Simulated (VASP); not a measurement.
# TeRu (Fm-3m) in VASP: notebook

The runs below take TeRu through single point, with r2SCAN.

Program: VASP 6.6.1. These are calculated values, not measurements. Logs are shortened: lines on timing, memory, paths and dates and some standing lists are left out, and cuts for length are marked.

## 1. The cell of the first run

The structure is cubic, space group Fm-3m (No. 225). Conventional cell: a = 5.421 Å, b = 5.421 Å, c = 5.421 Å, α = 90.00°, β = 90.00°, γ = 90.00°. Within 3.6 Å of Ru (site symmetry m-3m) lie 6 Te at 2.71 Å. Within 3.6 Å of Te (site symmetry m-3m) lie 6 Ru at 2.71 Å.

## 2. Single point, r2SCAN

File POSCAR:

```
TeRu
1.0
    0.0000000000      2.7105248454      2.7105248454
    2.7105248454      0.0000000000      2.7105248454
    2.7105248454      2.7105248454      0.0000000000
Ru Te
1 1
Direct
    0.5000000000      0.5000000000      0.5000000000
    0.0000000000      0.0000000000      0.0000000000
```

File INCAR.step1:

```
  PREC = Accurate
  ENCUT = 520
  ISMEAR = 1
  SIGMA = 0.1
  LREAL = False
  LASPH = True
  NELM = 60
  NBANDS = 17
  GGA = PE
  ALGO = Normal
  EDIFF = 1E-4
  LWAVE = True
  LCHARG = False
```

File INCAR.step2:

```
  PREC = Accurate
  ENCUT = 520
  EDIFF = 1E-6
  ISMEAR = 1
  SIGMA = 0.1
  LREAL = False
  LASPH = True
  NELM = 60
  ALGO = Normal
  ISIF = 2
  LWAVE = False
  LCHARG = True
  METAGGA = R2SCAN
  LMIXTAU = True
  LELF = True
  LVHAR = True
  NBANDS = 17
  ISTART = 1
```

File KPOINTS:

```
Automatic mesh
0
Gamma
  12 12 12
```

Potentials or basis: VASP PAW PBE potentials, release 64 (Ru_pv, Te).

Launch:

```console
$ cat potpaw_PBE.64/Ru_pv/POTCAR potpaw_PBE.64/Te/POTCAR > POTCAR
$ cp INCAR.step1 INCAR
$ mpirun -np 1 vasp_std > vasp.out
$ cp INCAR.step2 INCAR
$ mpirun -np 1 vasp_std > vasp.out
```

OUTCAR:

```text
PREC = Accurate
   ENCUT = 520
   EDIFF = 1E-6
   ISMEAR = 1
   LREAL = False
   LASPH = True
   NELM = 60
   ISIF = 2
   METAGGA = R2SCAN
   ISTART = 1

 ion  position               nearest neighbor table
   1  0.500  0.500  0.500-   2 2.71   2 2.71   2 2.71   2 2.71   2 2.71   2 2.71
   2  0.000  0.000  0.000-   1 2.71   1 2.71   1 2.71   1 2.71   1 2.71   1 2.71

  LATTYP: Found a face centered cubic cell.
 ALAT       =     5.4210496908

  Lattice vectors:

 A1 = (   0.0000000000,   2.7105248454,   2.7105248454)
 A2 = (   2.7105248454,   0.0000000000,   2.7105248454)
 A3 = (   2.7105248454,   2.7105248454,   0.0000000000)

Analysis of symmetry for initial positions (statically):
=====================================================================
 Subroutine PRICEL returns:
 Original cell was already a primitive cell.

 Routine SETGRP: Setting up the symmetry group for a
 face centered cubic supercell.

 Subroutine GETGRP returns: Found 48 space group operations
 (whereof 48 operations were pure point group operations)
 out of a pool of 48 trial point group operations.

The static configuration has the point symmetry O_h .

Analysis of symmetry for dynamics (positions and initial velocities):
=====================================================================
 Subroutine PRICEL returns:
 Original cell was already a primitive cell.

 Routine SETGRP: Setting up the symmetry group for a
 face centered cubic supercell.

 Subroutine GETGRP returns: Found 48 space group operations
 (whereof 48 operations were pure point group operations)
 out of a pool of 48 trial point group operations.

The dynamic configuration has the point symmetry O_h .

 Subroutine INISYM returns: Found 48 space group operations
 (whereof 48 operations are pure point group operations),
 and found     1 'primitive' translations

----------------------------------------------------------------------------------------

                                     Primitive cell

  volume of cell :      39.8282

  direct lattice vectors                    reciprocal lattice vectors
     0.000000000  2.710524845  2.710524845    -0.184466119  0.184466119  0.184466119
     2.710524845  0.000000000  2.710524845     0.184466119 -0.184466119  0.184466119
     2.710524845  2.710524845  0.000000000     0.184466119  0.184466119 -0.184466119

  length of vectors
     3.833260998  3.833260998  3.833260998     0.319504691  0.319504691  0.319504691

  position of ions in fractional coordinates (direct lattice)
     0.500000000  0.500000000  0.500000000
     0.000000000  0.000000000  0.000000000

  ion indices of the primitive-cell ions
   primitive index   ion index
                 1           1
                 2           2

----------------------------------------------------------------------------------------

 KPOINTS: Automatic mesh

Automatic generation of k-mesh.
 Grid dimensions read from file:
 generate k-points for:   12   12   12

 Generating k-lattice:

  Cartesian coordinates                     Fractional coordinates (reciprocal lattice)
    -0.015372177  0.015372177  0.015372177     0.083333333  0.000000000  0.000000000
     0.015372177 -0.015372177  0.015372177     0.000000000  0.083333333  0.000000000
     0.015372177  0.015372177 -0.015372177     0.000000000  0.000000000  0.083333333

  Length of vectors
     0.026625391  0.026625391  0.026625391

  Shift w.r.t. Gamma in fractional coordinates (k-lattice)
     0.000000000  0.000000000  0.000000000

 Subroutine IBZKPT returns following result:
 ===========================================

 Found     72 irreducible k-points:

 Following reciprocal coordinates:
            Coordinates               Weight
  0.000000  0.000000  0.000000      1.000000
  0.083333  0.000000  0.000000      8.000000
  0.166667  0.000000  0.000000      8.000000
  0.250000  0.000000  0.000000      8.000000
  0.333333  0.000000  0.000000      8.000000
  0.416667  0.000000  0.000000      8.000000
[... 16 lines left out ...]
  0.500000  0.166667  0.000000     24.000000
 -0.416667  0.166667  0.000000     24.000000
 [... further k-points ...]
   k-points           NKPTS =     72   k-points in BZ     NKDIM =     72   number of bands    NBANDS=     17
   number of dos      NEDOS =    301   number of ions     NIONS =      2
   total plane-waves  NPLWV =  27000
   dimension x,y,z NGX =    30 NGY =   30 NGZ =   30
   dimension x,y,z NGXF=    60 NGYF=   60 NGZF=   60
   ions per type =               1   1
   NGX,Y,Z   is equivalent  to a cutoff of  13.01, 13.01, 13.01 a.u.
   NGXF,Y,Z  is equivalent  to a cutoff of  26.02, 26.02, 26.02 a.u.
 SYSTEM =  unknown system
   PREC   = accura    normal or accurate (medium, high low for compatibility)
   ISTART =      1    job   : 0-new  1-cont  2-samecut
   ICHARG =      0    charge: 1-file 2-atom 10-const
   ISPIN  =      1    spin polarized calculation?
   LNONCOLLINEAR =      F non collinear calculations
   LSORBIT =      F    spin-orbit coupling
   LASPH  =      T    aspherical Exc in radial PAW
   ENCUT  =  520.0 eV  38.22 Ry    6.18 a.u.   7.13  7.13  7.13*2*pi/ulx,y,z
   NELM   =     60;   NELMIN=  2; NELMDL=  0     # of ELM steps
   EDIFF  = 0.1E-05   stopping-criterion for ELM
   LREAL  =      F    real-space projection
   EDIFFG = 0.1E-04   stopping-criterion for IOM
   NSW    =      0    number of steps for IOM
   IBRION =     -1    ionic relax: 0-MD 1-quasi-New 2-CG
   NFREE  =      0    steps in history (QN), initial steepest desc. (CG)
   ISIF   =      2    stress and relaxation
   ISYM   =      2    0-nonsym 1-usesym 2-fastsym
   POTIM  = 0.5000    time-step for ionic-motion
   TEBEG  =    0.0;   TEEND  =   0.0 temperature during run
   PSTRESS=    0.0 pullay stress
   NELECT =      20.0000    total number of electrons
   NUPDOWN=      -1.0000    fix difference up-down
   EMIN   =  10.00;   EMAX   =-10.00  energy-range for DOS
   EFERMI =   0.00;   METHOD = LEGACY
   ISMEAR =     1;   SIGMA  =   0.10  broadening in eV -4-tet -1-fermi 0-gaus
   EFERMI_NEDOS =   21; number of points for ismear=-14 and -15
   IALGO  =     38    algorithm
   IMIX   =      4    mixing-type and parameters
     AMIX     =   0.40;   BMIX     =  1.00
     AMIX_MAG =   1.60;   BMIX_MAG =  1.00
  volume/ion in A,a.u.               =      19.91       134.39
  Fermi-wavevector in a.u.,A,eV,Ry     =   1.301232  2.458972 23.037453  1.693205
  Thomas-Fermi vector in A             =   2.432379
   LORBIT       =      0    0 simple, 1 ext, 2 COOP (PROOUT), +10 PAW based schemes
   METAGGA = R2SCAN    functional components
   LHFCALC =     F    Hartree Fock is set to
   AEXX    =    0.0000 exact exchange contribution
   IVDW    =     0    specifies the selected vdW correction
   LEPSILON=     F    determine dielectric tensor
   LRPA    =     F    only Hartree local field effects (RPA)
 non-spin polarized calculation
 Methfessel and Paxton  Order N= 1 SIGMA  =   0.10
  energy-cutoff  :      520.00
  volume of cell :       39.83
 maximum number of plane-waves:      1090
 NGX is ok and might be reduce to    30
   NGX = 15   NGY = 15   NGZ = 15

 number of electron      20.0000005 magnetization

 Free energy of the ion-electron system (eV)
  ---------------------------------------------------
  ext. energy  EPLUGINS =         0.00000000
  ---------------------------------------------------
  free energy    TOTEN  =       -49.95413513 eV

  energy without entropy =      -49.95330263  energy(sigma->0) =      -49.95385763

 E-fermi :  10.0778     XC(G=0): -12.3165

 val. band max:       10.0761156807   @ k =  -0.0833   0.0833   0.0000
 cond. band min:      10.0916860110   @ k =   0.4167   0.3333   0.0833
 fundamental gap:      0.0155703303
 Fermi energy:        10.0778423113

 k-point     1 :       0.0000    0.0000    0.0000
  band No.  band energies     occupation
      1     -33.1410      2.00000
      2     -33.1410      2.00000
      3     -33.1410      2.00000
      4      -4.1642      2.00000
      5       8.0669      2.00000
      6       8.0669      2.00000
[... 9 lines left out ...]
     16      21.0814      0.00000
     17      21.0814      0.00000

 k-point     2 :       0.0833    0.0000    0.0000
  band No.  band energies     occupation
      1     -33.1431      2.00000
      2     -33.1411      2.00000
      3     -33.1411      2.00000
      4      -4.0678      2.00000
      5       7.6996      2.00000
      6       7.7927      2.00000
[... 9 lines left out ...]
     16      20.8247      0.00000
     17      20.8247      0.00000

 k-point     3 :       0.1667    0.0000    0.0000
  band No.  band energies     occupation
      1     -33.1485      2.00000
      2     -33.1412      2.00000
      3     -33.1412      2.00000
      4      -3.7868      2.00000
      5       6.6889      2.00000
      6       7.0505      2.00000
[... 9 lines left out ...]
     16      19.9550      0.00000
     17      20.8422      0.00000

 k-point     4 :       0.2500    0.0000    0.0000
  band No.  band energies     occupation
      1     -33.1559      2.00000
      2     -33.1413      2.00000
      3     -33.1413      2.00000
      4      -3.3491      2.00000
      5       5.4075      2.00000
      6       6.3988      2.00000
[... 9 lines left out ...]
     16      19.9208      0.00000
     17      20.8668      0.00000
[... 343 lines left out ...]
      1     -33.1638      2.00000
      2     -33.1450      2.00000
      3     -33.1449      2.00000
      4      -2.5238      2.00000
      5       3.9724      2.00000
      6       5.6434      2.00000
[... 9 lines left out ...]
     16      20.1337      0.00000
     17      20.8704      0.00000

 k-point    23 :       0.5000    0.1667    0.0000
  band No.  band energies     occupation
      1     -33.1673      2.00000
      2     -33.1464      2.00000
      3     -33.1441      2.00000
      4      -2.1747      2.00000
      5       3.4451      2.00000
      6       5.3848      2.00000
[... 9 lines left out ...]
     16      20.7048      0.00000
     17      20.8737      0.00000

 k-point    24 :      -0.4167    0.1667    0.0000
  band No.  band energies     occupation
      1     -33.1676      2.00000
      2     -33.1477      2.00000
      3     -33.1429      2.00000
      4      -2.1025      2.00000
      5       3.3239      2.00000
      6       5.3894      2.00000
[... 9 lines left out ...]
     16      20.8657      0.00000
     17      21.1652      0.00000

 [... further k-points ...]
[... 5 lines left out ...]
  --------------------------------------------------------------------------------------
  -------------------------------------------------------------------------------------
  Total        0.0035578      0.0035578      0.0035578     -0.0000000      0.0000000      0.0000000
  in kB        0.1431212      0.1431212      0.1431212     -0.0000000      0.0000000      0.0000000
  external PRESSURE =       0.1431212 kB  Pullay stress =       0.0000000 kB

 VOLUME and BASIS-vectors are now :
 -----------------------------------------------------------------------------
  energy-cutoff  :      520.00
  volume of cell :       39.83
      direct lattice vectors                 reciprocal lattice vectors
     0.000000000  2.710524845  2.710524845    -0.184466119  0.184466119  0.184466119
     2.710524845  0.000000000  2.710524845     0.184466119 -0.184466119  0.184466119
     2.710524845  2.710524845  0.000000000     0.184466119  0.184466119 -0.184466119

 POSITION                                       TOTAL-FORCE (eV/Angst)
 -----------------------------------------------------------------------------------
      2.71052      2.71052      2.71052         0.000000      0.000000      0.000000
      0.00000      0.00000      0.00000        -0.000000      0.000000     -0.000000
 -----------------------------------------------------------------------------------
    total drift:                                0.000000     -0.000000      0.000000

  FREE ENERGIE OF THE ION-ELECTRON SYSTEM (eV)
  ---------------------------------------------------
  free  energy   TOTEN  =       -49.9541351344 eV

  energy  without entropy=      -49.9533026292  energy(sigma->0) =      -49.95385763
```

Run time: 83 s. Hardware: 1 thread of Intel Xeon 6975P-C (Granite Rapids), shared host; peak memory 0.2 GiB.

Results:

* Free energy: -49.9541 eV
* Pressure: 0.0 GPa
* Band gap on the k mesh: zero (band 10 reaches 10.35 eV, above the bottom of band 11 at 9.60 eV)

Levels at points of the mesh, in eV from the Fermi level:
| k point | band 8 | band 9 | band 10 | band 11 | band 12 | band 13 |
| --- | --- | --- | --- | --- | --- | --- |
| (0.00, 0.00, 0.00) | -1.71 | -1.71 | -0.38 | -0.38 | -0.38 | 5.82 |
| (0.50, 0.00, 0.00) | -0.89 | -0.89 | -0.30 | 4.09 | 4.63 | 4.63 |
| (0.50, 0.50, 0.00) | -2.67 | -1.16 | -0.48 | -0.48 | 0.58 | 2.83 |

Caveat: the PAW data sets were made with another functional, which shifts forces and pressure a little; spin-orbit coupling is left out, which moves the levels of the heavy elements.

## 3. Single point, r2SCAN

POSCAR is that of step 2.

File INCAR.step1:

```
PREC     = Accurate       # precision mode
ENCUT    = 520            # plane-wave cutoff, eV
ISMEAR   = 0              # smearing method
SIGMA    = 0.05           # smearing width, eV
LREAL    = False          # projectors in reciprocal space
LASPH    = True           # aspherical terms in the spheres
NELM     = 80             # most SCF steps
NBANDS   = 17             # bands
GGA      = PE             # functional
ALGO     = Normal         # electronic algorithm
EDIFF    = 1E-4           # SCF threshold, eV
LWAVE    = True           # write WAVECAR
LCHARG   = False          # write CHGCAR
```

File INCAR.step2:

```
PREC     = Accurate       # precision mode
ENCUT    = 520            # plane-wave cutoff, eV
EDIFF    = 1E-6           # SCF threshold, eV
ISMEAR   = 0              # smearing method
SIGMA    = 0.05           # smearing width, eV
LREAL    = False          # projectors in reciprocal space
LASPH    = True           # aspherical terms in the spheres
NELM     = 80             # most SCF steps
ALGO     = Normal         # electronic algorithm
ISIF     = 2              # what is computed and relaxed
LWAVE    = False          # write WAVECAR
LCHARG   = False          # write CHGCAR
METAGGA  = R2SCAN         # meta-GGA
LMIXTAU  = True         
NBANDS   = 17             # bands
ISTART   = 1
```

KPOINTS is that of step 2.

Potentials or basis: VASP PAW PBE potentials, release 64 (Ru_pv, Te).

Launch:

```console
$ cat potpaw_PBE.64/Ru_pv/POTCAR potpaw_PBE.64/Te/POTCAR > POTCAR
$ cp INCAR.step1 INCAR
$ mpirun -np 1 vasp_std > vasp.out
$ cp INCAR.step2 INCAR
$ mpirun -np 1 vasp_std > vasp.out
```

Run time: 87 s. Hardware: 1 thread of Intel Xeon 6975P-C (Granite Rapids), shared host; peak memory 0.2 GiB.

Results (log left out):

```
Free energy            : -49.9551 eV
Pressure               : 0.0 GPa
Band gap on the k mesh : zero (band 10 reaches 10.35 eV, above the bottom of band 11 at 9.60 eV)
```

Levels at points of the mesh, in eV from the Fermi level:
```tsv
k point	band 8	band 9	band 10	band 11	band 12	band 13
(0.00, 0.00, 0.00)	-1.71	-1.71	-0.38	-0.38	-0.38	5.82
(0.50, 0.00, 0.00)	-0.89	-0.89	-0.30	4.09	4.63	4.63
(0.50, 0.50, 0.00)	-2.67	-1.16	-0.48	-0.48	0.58	2.83
```

Caveat: the PAW data sets were made with another functional, which shifts forces and pressure a little; spin-orbit coupling is left out, which moves the levels of the heavy elements.
